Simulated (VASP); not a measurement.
# TiHg (P4/mmm) in VASP: notebook, part 2 of 3

VASP 6.6.1. Earlier steps stand in the parts before.

### 3 Electric field gradients, LDA (17.20 Å³/atom)

Contents of INCAR:

```
SYSTEM = TiHg
PREC     = Accurate       ! precision mode
ENCUT    = 520            ! plane-wave cutoff, eV
EDIFF    = 1E-8           ! SCF threshold, eV
ISMEAR   = -1             ! smearing method
SIGMA    = 0.08           ! smearing width, eV
LREAL    = .False.        ! projectors in reciprocal space
LASPH    = .True.         ! aspherical terms in the spheres
NELM     = 80             ! most SCF steps
ALGO     = Normal         ! electronic algorithm
ISIF     = 2              ! what is computed and relaxed
LWAVE    = .False.        ! write WAVECAR
LCHARG   = .False.        ! write CHGCAR
LEFG     = .True.       
NBANDS   = 19             ! bands
```

Contents of KPOINTS:

```
Automatic mesh
0
Gamma
  14 14 10
  0 0 0
```

Contents of POSCAR:

```
TiHg
1.0
    2.9475746011      0.0000000000      0.0000000000
    0.0000000000      2.9475746011      0.0000000000
    0.0000000000      0.0000000000      3.9585074653
Ti Hg
1 1
Direct
    0.5000000000      0.5000000000      0.5000000000
    0.0000000000      0.0000000000      0.0000000000
```

Potentials or basis: VASP PAW LDA potentials, release 64 (Ti_sv, Hg).

On the command line:

```console
> cat potpaw_LDA.64/Ti_sv/POTCAR potpaw_LDA.64/Hg/POTCAR > POTCAR
> mpirun -np 1 vasp_std > vasp.out
```

OUTCAR:

```text
SYSTEM = TiHg
   PREC = Accurate
   ENCUT = 520
   EDIFF = 1E-8
   ISMEAR = -1
   LREAL = .False.
   LASPH = .True.
   NELM = 80
   ISIF = 2

 ion  position               nearest neighbor table
   1  0.500  0.500  0.500-   2 2.87   2 2.87   2 2.87   2 2.87   2 2.87   2 2.87   2 2.87   2 2.87

   2  0.000  0.000  0.000-   1 2.87   1 2.87   1 2.87   1 2.87   1 2.87   1 2.87   1 2.87   1 2.87

  LATTYP: Found a simple tetragonal cell.
 ALAT       =     2.9475746011
 C/A-ratio  =     1.3429710867

  Lattice vectors:

 A1 = (   2.9475746011,   0.0000000000,   0.0000000000)
 A2 = (   0.0000000000,   2.9475746011,   0.0000000000)
 A3 = (   0.0000000000,   0.0000000000,   3.9585074653)

Analysis of symmetry for initial positions (statically):
=====================================================================
 Subroutine PRICEL returns:
 Original cell was already a primitive cell.

 Routine SETGRP: Setting up the symmetry group for a
 simple tetragonal supercell.

 Subroutine GETGRP returns: Found 16 space group operations
 (whereof 16 operations were pure point group operations)
 out of a pool of 16 trial point group operations.

The static configuration has the point symmetry D_4h.

Analysis of symmetry for dynamics (positions and initial velocities):
=====================================================================
 Subroutine PRICEL returns:
 Original cell was already a primitive cell.

 Routine SETGRP: Setting up the symmetry group for a
 simple tetragonal supercell.

 Subroutine GETGRP returns: Found 16 space group operations
 (whereof 16 operations were pure point group operations)
 out of a pool of 16 trial point group operations.

The dynamic configuration has the point symmetry D_4h.

 Subroutine INISYM returns: Found 16 space group operations
 (whereof 16 operations are pure point group operations),
 and found     1 'primitive' translations

----------------------------------------------------------------------------------------

                                     Primitive cell

  volume of cell :      34.3923

  direct lattice vectors                    reciprocal lattice vectors
     2.947574601  0.000000000  0.000000000     0.339261982  0.000000000  0.000000000
     0.000000000  2.947574601  0.000000000     0.000000000  0.339261982  0.000000000
     0.000000000  0.000000000  3.958507465     0.000000000  0.000000000  0.252620466

  length of vectors
     2.947574601  2.947574601  3.958507465     0.339261982  0.339261982  0.252620466

  position of ions in fractional coordinates (direct lattice)
     0.500000000  0.500000000  0.500000000
     0.000000000  0.000000000  0.000000000

  ion indices of the primitive-cell ions
   primitive index   ion index
                 1           1
                 2           2

----------------------------------------------------------------------------------------

 KPOINTS: Automatic mesh

Automatic generation of k-mesh.
 Grid dimensions read from file:
 generate k-points for:   14   14   10

 Generating k-lattice:

[... 69 lines left out ...]
   POTIM  = 0.5000    time-step for ionic-motion
   TEBEG  =    0.0;   TEEND  =   0.0 temperature during run
   PSTRESS=    0.0 pullay stress
   NELECT =      24.0000    total number of electrons
   NUPDOWN=      -1.0000    fix difference up-down
   EMIN   =  10.00;   EMAX   =-10.00  energy-range for DOS
   EFERMI =   0.00;   METHOD = LEGACY
   ISMEAR =    -1;   SIGMA  =   0.08  broadening in eV -4-tet -1-fermi 0-gaus
   EFERMI_NEDOS =   21; number of points for ismear=-14 and -15
   IALGO  =     38    algorithm
   IMIX   =      4    mixing-type and parameters
     AMIX     =   0.40;   BMIX     =  1.00
     AMIX_MAG =   1.60;   BMIX_MAG =  1.00
  volume/ion in A,a.u.               =      17.20       116.05
  Fermi-wavevector in a.u.,A,eV,Ry     =   1.452083  2.744040 28.688512  2.108546
  Thomas-Fermi vector in A             =   2.569506
   LORBIT       =      0    0 simple, 1 ext, 2 COOP (PROOUT), +10 PAW based schemes
   GGA     = CA    functional components
   LHFCALC =     F    Hartree Fock is set to
   AEXX    =    0.0000 exact exchange contribution
   IVDW    =     0    specifies the selected vdW correction
   LEPSILON=     F    determine dielectric tensor
   LRPA    =     F    only Hartree local field effects (RPA)
 non-spin polarized calculation
  energy-cutoff  :      520.00
  volume of cell :       34.39
 maximum number of plane-waves:       959
 NGX is ok and might be reduce to    24
   NGX = 11   NGY = 11   NGZ = 15

 number of electron      23.9999995 magnetization

 Free energy of the ion-electron system (eV)
  ---------------------------------------------------
  ext. energy  EPLUGINS =         0.00000000
  ---------------------------------------------------
  free energy    TOTEN  =        -9.86245897 eV

  energy without entropy =       -9.80964632  energy(sigma->0) =       -9.83605264

 E-fermi :   6.8836     XC(G=0): -12.4004

 val. band max:        6.8796542539   @ k =   0.3571   0.0000   0.5000
 cond. band min:       6.8846578478   @ k =   0.4286   0.4286   0.1000
 fundamental gap:      0.0050035939
 Fermi energy:         6.8835513709

 k-point     1 :       0.0000    0.0000    0.0000
  band No.  band energies     occupation
      1     -49.3750      2.00000
      2     -26.1656      2.00000
      3     -25.7861      2.00000
      4     -25.7861      2.00000
      5      -2.9571      2.00000
      6      -2.0661      2.00000
[... 505 lines left out ...]
      6      -1.1347      2.00000
[... 11 lines left out ...]
     18      14.5440      0.00000
     19      16.4398      0.00000

 [... further k-points ...]

------------------------ aborting loop because EDIFF is reached ----------------------------------------

  FORCE on cell =-STRESS in cart. coord.  units (eV):
  Direction    XX          YY          ZZ          XY          YZ          ZX
  --------------------------------------------------------------------------------------
  -------------------------------------------------------------------------------------
  Total        0.3365372      0.3365372      0.5890012      0.0000000      0.0000000      0.0000000
  in kB       15.6777068     15.6777068     27.4388363      0.0000000      0.0000000      0.0000000
  external PRESSURE =      19.5980833 kB  Pullay stress =       0.0000000 kB

 VOLUME and BASIS-vectors are now :
 -----------------------------------------------------------------------------
  energy-cutoff  :      520.00
  volume of cell :       34.39
      direct lattice vectors                 reciprocal lattice vectors
     2.947574601  0.000000000  0.000000000     0.339261982  0.000000000  0.000000000
     0.000000000  2.947574601  0.000000000     0.000000000  0.339261982  0.000000000
     0.000000000  0.000000000  3.958507465     0.000000000  0.000000000  0.252620466

 POSITION                                       TOTAL-FORCE (eV/Angst)
 -----------------------------------------------------------------------------------
      1.47379      1.47379      1.97925         0.000000      0.000000      0.000000
      0.00000      0.00000      0.00000         0.000000      0.000000      0.000000
 -----------------------------------------------------------------------------------
    total drift:                                0.000000      0.000000     -0.000000

  FREE ENERGIE OF THE ION-ELECTRON SYSTEM (eV)
  ---------------------------------------------------
  free  energy   TOTEN  =        -9.8624589673 eV

  energy  without entropy=       -9.8096463221  energy(sigma->0) =       -9.83605264

 Electric field gradients (V/A^2)
---------------------------------------------------------------------
 ion       V_xx      V_yy      V_zz      V_xy      V_xz      V_yz
---------------------------------------------------------------------
   1     -12.358   -12.358    24.716    -0.000     0.000    -0.000
   2     112.886   112.886  -225.773    -0.000     0.000     0.000
---------------------------------------------------------------------

 Electric field gradients after diagonalization (V/A^2)
 (convention: |V_zz| > |V_xx| > |V_yy|)
----------------------------------------------------------------------
 ion       V_xx      V_yy      V_zz     asymmetry (V_yy - V_xx)/ V_zz
----------------------------------------------------------------------
   1     -12.358   -12.358    24.716       0.000
   2     112.886   112.886  -225.773       0.000
----------------------------------------------------------------------

           NMR quadrupolar parameters

 Cq : quadrupolar parameter    Cq=e*Q*V_zz/h
 eta: asymmetry parameters     (V_yy - V_xx)/ V_zz
 Q  : nuclear electric quadrupole moment in mb (millibarn)
----------------------------------------------------------------------
 ion       Cq(MHz)       eta       Q (mb)
----------------------------------------------------------------------
   1       0.060       0.000       1.000
   2      -0.546       0.000       1.000
----------------------------------------------------------------------
```

It took 65 s on 1 thread of Intel Xeon Platinum 8488C (Sapphire Rapids), shared host; peak memory 0.25 GiB.

What came out:

```yaml
Free_energy: -9.8625 eV
Pressure: 2.0 GPa
Band_gap_on_the_k_mesh: zero (bands 12 and 13 overlap by 1.23 eV)
Largest_electric_field_gradient_by_atom: Ti +24.7; Hg -225.8 V/Å²
```

Stress tensor (GPa, compression positive):
```
1.57 0.00 0.00
0.00 1.57 0.00
0.00 0.00 2.74
```

Electric field gradients, principal values (V/Å²):
```
atom    least   middle  greatest (by size)
1 Ti  -12.358  -12.358              24.716
2 Hg  112.886  112.886            -225.773
```

Caveat: without QUAD_EFG the Cq values of the log hold for a quadrupole moment of 1 mb, not for the nuclei; spin-orbit coupling is left out, which moves the levels of the heavy elements.

### 4 Electric field gradients, LDA (17.56 Å³/atom)

This run uses another cell than the first one, of 17.56 Å³/atom.

Contents of INCAR:

```
PREC = Accurate
ENCUT = 520
EDIFF = 1E-8
ISMEAR = -1
SIGMA = 0.08
LREAL = False
LASPH = True
NELM = 60
ALGO = Normal
ISIF = 2
LWAVE = False
LCHARG = False
LEFG = True
NBANDS = 19
```

Contents of KPOINTS:

```
regular mesh
0
Gamma
  14 14 10
```

Contents of POSCAR:

```
TiHg
1.0
    2.9683328527      0.0000000000      0.0000000000
    0.0000000000      2.9683328527      0.0000000000
    0.0000000000      0.0000000000      3.9863851970
Ti Hg
1 1
Direct
    0.5000000000      0.5000000000      0.5000000000
    0.0000000000      0.0000000000      0.0000000000
```

Potentials or basis: VASP PAW LDA potentials, release 64 (Ti_sv, Hg).

On the command line:

```console
> cat potpaw_LDA.64/Ti_sv/POTCAR potpaw_LDA.64/Hg/POTCAR > POTCAR
> mpirun -np 1 vasp_std > vasp.out
```

OUTCAR:

```text
PREC = Accurate
   ENCUT = 520
   EDIFF = 1E-8
   ISMEAR = -1
   LREAL = False
   LASPH = True
   NELM = 60
   ISIF = 2

 ion  position               nearest neighbor table
   1  0.500  0.500  0.500-   2 2.89   2 2.89   2 2.89   2 2.89   2 2.89   2 2.89   2 2.89   2 2.89

   2  0.000  0.000  0.000-   1 2.89   1 2.89   1 2.89   1 2.89   1 2.89   1 2.89   1 2.89   1 2.89

  LATTYP: Found a simple tetragonal cell.
 ALAT       =     2.9683328527
 C/A-ratio  =     1.3429710867

  Lattice vectors:

 A1 = (   2.9683328527,   0.0000000000,   0.0000000000)
 A2 = (   0.0000000000,   2.9683328527,   0.0000000000)
 A3 = (   0.0000000000,   0.0000000000,   3.9863851970)

Analysis of symmetry for initial positions (statically):
=====================================================================
 Subroutine PRICEL returns:
 Original cell was already a primitive cell.

 Routine SETGRP: Setting up the symmetry group for a
 simple tetragonal supercell.

[... 718 lines left out ...]
     2.968332853  0.000000000  0.000000000     0.336889443  0.000000000  0.000000000
     0.000000000  2.968332853  0.000000000     0.000000000  0.336889443  0.000000000
     0.000000000  0.000000000  3.986385197     0.000000000  0.000000000  0.250853831

 POSITION                                       TOTAL-FORCE (eV/Angst)
 -----------------------------------------------------------------------------------
      1.48417      1.48417      1.99319         0.000000      0.000000      0.000000
      0.00000      0.00000      0.00000         0.000000      0.000000      0.000000
 -----------------------------------------------------------------------------------
    total drift:                                0.000000      0.000000     -0.000000

  FREE ENERGIE OF THE ION-ELECTRON SYSTEM (eV)
  ---------------------------------------------------
  free  energy   TOTEN  =        -9.8650926321 eV

  energy  without entropy=       -9.8109277794  energy(sigma->0) =       -9.83801021

 Electric field gradients (V/A^2)
---------------------------------------------------------------------
 ion       V_xx      V_yy      V_zz      V_xy      V_xz      V_yz
---------------------------------------------------------------------
   1     -12.447   -12.447    24.895     0.000    -0.000     0.000
   2     109.849   109.849  -219.698    -0.000    -0.000     0.000
---------------------------------------------------------------------

 Electric field gradients after diagonalization (V/A^2)
 (convention: |V_zz| > |V_xx| > |V_yy|)
----------------------------------------------------------------------
 ion       V_xx      V_yy      V_zz     asymmetry (V_yy - V_xx)/ V_zz
----------------------------------------------------------------------
   1     -12.447   -12.447    24.895       0.000
   2     109.849   109.849  -219.698       0.000
----------------------------------------------------------------------

           NMR quadrupolar parameters

 Cq : quadrupolar parameter    Cq=e*Q*V_zz/h
 eta: asymmetry parameters     (V_yy - V_xx)/ V_zz
 Q  : nuclear electric quadrupole moment in mb (millibarn)
----------------------------------------------------------------------
 ion       Cq(MHz)       eta       Q (mb)
----------------------------------------------------------------------
   1       0.060       0.000       1.000
   2      -0.531       0.000       1.000
----------------------------------------------------------------------
```

stdout:

```text
POSCAR found type information on POSCAR TiHg
 POSCAR found :  2 types and       2 ions
 scaLAPACK will be used
 LDA part: xc-table for (Slater(with rela. corr.)+CA(PZ))
 , standard interpolation
 POSCAR, INCAR and KPOINTS ok, starting setup
 FFT: planning ... GRIDC
 FFT: planning ... GRID_SOFT
 FFT: planning ... GRID
 WAVECAR not read
 entering main loop
ion   1

ion   2
```

Wall time 66 s (1 thread of Intel Xeon Platinum 8488C (Sapphire Rapids), shared host); peak memory 0.25 GiB.

Results:

| Property | Result |
| --- | --- |
| Free energy | -9.8651 eV |
| Pressure | -0.9 GPa |
| Band gap on the k mesh | zero (bands 12 and 13 overlap by 1.19 eV) |
| Largest electric field gradient by atom | Ti +24.9; Hg -219.7 V/Å² |

Stress tensor (GPa, compression positive):
```
-1.27  0.00  0.00
 0.00 -1.27  0.00
 0.00  0.00 -0.30
```

Levels at points of the mesh, in eV from the Fermi level:
```tsv
k point	band 10	band 11	band 12	band 13	band 14	band 15
(0.00, 0.00, 0.00)	-6.60	-0.49	-0.29	1.30	2.05	2.05
(0.50, 0.00, 0.00)	-3.91	-3.46	-1.14	-0.48	1.17	1.82
(0.50, 0.50, 0.00)	-2.15	0.29	0.29	1.28	1.28	1.47
(0.00, 0.00, 0.50)	-6.53	-4.76	-0.79	0.75	1.24	1.24
(0.50, 0.00, 0.50)	-3.64	-1.80	-0.74	-0.26	1.69	2.06
(0.50, 0.50, 0.50)	-2.21	-1.82	-1.82	1.44	1.67	3.37
```

Electric field gradients, principal values (V/Å²):
```
atom    least   middle  greatest (by size)
1 Ti  -12.447  -12.447              24.895
2 Hg  109.849  109.849            -219.698
```

Caveat: without QUAD_EFG the Cq values of the log hold for a quadrupole moment of 1 mb, not for the nuclei; spin-orbit coupling is left out, which moves the levels of the heavy elements.

(Continued in part 3 of 3.)
